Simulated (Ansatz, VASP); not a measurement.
CuO in VASP and in Ansatz

POSCAR

```
CuO
1.0
    3.1754955000      0.0000000000      0.0000000000
    0.0000000000      3.1754955000      0.0000000000
    0.0000000000      0.0000000000      4.6495318700
Cu O
2 2
Direct
    0.0000000000      0.0000000000      0.0000000000
    0.5000000000      0.5000000000      0.0000000000
    0.5000000000      0.0000000000      0.2670000000
    0.0000000000      0.5000000000      0.7330000000
```

Contents of INCAR.step1:

```
PREC = Accurate
ENCUT = 520
ISMEAR = 0
SIGMA = 0.05
LREAL = False
LASPH = True
NELM = 150
ISPIN = 2
MAGMOM = 1 -1 0 0
LMAXMIX = 4
LDAU = True
LDAUTYPE = 2
LDAUL = 2 -1
LDAUU = 1 0
LDAUJ = 0 0
NBANDS = 29
GGA = PE
ALGO = Normal
EDIFF = 1E-4
LWAVE = True
LCHARG = False
```

INCAR.step2

```
PREC = Accurate
ENCUT = 520
EDIFF = 1E-7
ISMEAR = 0
SIGMA = 0.05
LREAL = False
LASPH = True
NELM = 150
ALGO = Normal
ISIF = 2
LWAVE = False
LCHARG = False
ISPIN = 2
MAGMOM = 1 -1 0 0
LORBIT = 11
LMAXMIX = 4
LDAU = True
LDAUTYPE = 2
LDAUL = 2 -1
LDAUU = 1 0
LDAUJ = 0 0
LDAUPRINT = 1
METAGGA = R2SCAN
LMIXTAU = True
NBANDS = 29
ISTART = 1
```

The input KPOINTS:

```
regular mesh
0
Gamma
  6 6 4
```

Input for Ansatz:

```yaml
crystal:
  lattice:
    - [3.1754955, 0.0, 0.0]
    - [0.0, 3.1754955, 0.0]
    - [0.0, 0.0, 4.64953187]
  atoms:
    - { symbol: Cu, position: [0.0, 0.0, 0.0], spin: 1.0 }
    - { symbol: Cu, position: [0.5, 0.5, 0.0], spin: -1.0 }
    - { symbol: O, position: [0.5, 0.0, 0.267] }
    - { symbol: O, position: [0.0, 0.5, 0.733] }
basis:
  ecutwfc: 500
  ecutrho_ratio: 4
kpoints:
  mp_grid: { grid: [6, 6, 4] }
hamiltonian:
  xc: r2scan
  hubbard:
    sites: [{ site: 0, l: d, u_eff: 1.0 }, { site: 1, l: d, u_eff: 1.0 }]
scf:
  occupations: { method: gaussian, width: 0.05 }
  lower_state_search: "off"
  max_iter: 150
output:
  forces: true
  stress: true
  eigenvalues: true
  populations: true
  hubbard: { sites: [{ site: 0, l: d }, { site: 1, l: d }] }
magnetization:
  spin_polarized: true
```

Alike in both runs: task single point; functional r2SCAN; k mesh 6 × 6 × 4; occupations gaussian, width 0.05 eV; collinear spin; Hubbard terms Cu d U = 1.0 eV.

```csv
,VASP,Ansatz
version,VASP 6.6.1,Ansatz 0.2.0
potentials or method,"VASP PAW PBE potentials, release 64 (Cu, O), cutoff 520 eV","scalar-relativistic, plane waves, PAW"
valence electrons in the cell,34,50
```

|  | VASP | Ansatz | Ansatz less VASP |
| --- | --- | --- | --- |
| gap on the k mesh at the Fermi level (eV) | none | none | - |
| pressure (GPa) | 10.3 | 10.7 | +0.41 |
| traceless stress, the component that is largest in VASP (GPa) | -25.15 | -24.83 | +0.324 |
| rms of the force components (eV/Å) | 0.547 | 0.528 | -0.0197 |
| net moment per atom (μB) | 0.00 | 0.00 | 0.000 |
| size of the moment on the site where the two differ most (μB) | 0.17 | 0.16 | -0.012 |

VASP's potentials were made for PBE, not for r2SCAN. Site moments also hang on the region over which each program counts them. The programs project onto different local orbitals, so the same U acts differently, and such runs can settle in different states. Atom by atom the forces differ by 0.020 eV/Å (rms over components). A gap of «none» marks a metal or a gap that the smearing closes. VASP's potentials hold 34 valence electrons a cell and Ansatz's 50, so a difference there can come from the potentials and not from the codes. Ansatz's warnings: filled band counts differ across k points, stability check not made.
